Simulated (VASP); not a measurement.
Wanted: the native input for a VASP 6.6.1 run.

* Task: single point
* Functional: PBE
* Potentials or basis: VASP PAW PBE potentials, release 64 (Ga_d, As)
* Cutoff: 520 eV
* k mesh: 6 × 6 × 4
* Occupations: fermi-dirac, width 0.02 eV
* Spin: no spin polarisation
* Dipole correction: no
* Further INCAR settings: ALGO = Normal; EDIFF = 1e-06; NBANDS = 26

The structure of GaAs lies in POSCAR:

```
GaAs
1.0
    3.7321680215      0.0000000000      0.0000000000
   -1.8660840107      3.2321523178      0.0000000000
    0.0000000000      0.0000000000      6.3327909779
Ga As
2 2
Direct
    0.0000000000      0.0000000000      0.0000000000
    0.0000000000      0.0000000000      0.5000000000
    0.3333333333      0.6666666667      0.2500000000
    0.6666666667      0.3333333333      0.7500000000
```

These files were run (other wordings do the same):

INCAR

```
ALGO = Normal
EDIFF = 1E-6
ENCUT = 520
GGA = PE
ISIF = 2
ISMEAR = -1
LASPH = True
LCHARG = True
LELF = True
LREAL = False
LVHAR = True
LWAVE = False
NBANDS = 26
NELM = 60
PREC = Accurate
SIGMA = 0.02
```

KPOINTS

```
k-points
0
Gamma
  6 6 4
```

Potentials or basis: VASP PAW PBE potentials, release 64 (Ga_d, As).

The run is started by

```sh
$ cat potpaw_PBE.64/Ga_d/POTCAR potpaw_PBE.64/As/POTCAR > POTCAR
$ mpirun -np 1 vasp_std > vasp.out
```

Results of the run:

```
Pressure               : 3.2 GPa
Band gap on the k mesh : zero (band 18 reaches 6.20 eV, above the bottom of band 19 at 2.54 eV)
```

Wall time 16 s on 1 thread of Intel(R) Xeon(R) 6975P-C (Granite Rapids), on a shared host, peak memory 0.19 GiB.
